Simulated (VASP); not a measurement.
The system is Tc3Sn.

```xyz
4
Lattice="0.0000 3.1700 3.1700 3.1700 0.0000 3.1700 3.1700 3.1700 0.0000" Properties=species:S:1:pos:R:3 pbc="T T T"
Sn    0.0000    0.0000    0.0000
Tc    3.1700    3.1700    3.1700
Tc    1.5850    1.5850    1.5850
Tc    4.7550    4.7550    4.7550
```

```yaml
Program: VASP 6.6.1
Task: relaxation of cell and atoms
Functional: LDA
Potentials_or_basis: VASP PAW LDA potentials, release 64 (Sn_d, Tc_pv)
Cutoff: 500 eV
k_mesh: 6 × 6 × 6
Occupations: methfessel-paxton, width 0.05 eV
Spin: no spin polarisation
```

At the start: pressure -13.4 GPa; volume 15.93 Å³/atom.

Problem. Where does the relaxation end?

Solution. Over 4 steps the energy falls by 38.5 meV/atom and the volume is 15.06 Å³/atom (-5.4 %); space group Fm-3m (No. 225, to 0.1 Å) before and after.

The path:
| step | energy change (eV) | largest force (eV/Å) | pressure (GPa) | volume (Å³) |
| --- | --- | --- | --- | --- |
| 1 | 0.0000 | 0.0000 | -13.39 | 63.71 |
| 2 | 1.0256 | 0.0000 | 53.91 | 52.21 |
| 3 | -0.1535 | 0.0000 | -0.84 | 60.41 |
| 4 | -0.1540 | 0.0000 | -0.16 | 60.25 |

Final structure:
```xyz
4
Lattice="0.0000 3.1116 3.1116 3.1116 0.0000 3.1116 3.1116 3.1116 0.0000" Properties=species:S:1:pos:R:3 pbc="T T T"
Sn    0.0000    3.1116    3.1116
Tc    3.1116    3.1116    3.1116
Tc    1.5558    1.5558    1.5558
Tc    4.6674    4.6674    4.6674
```
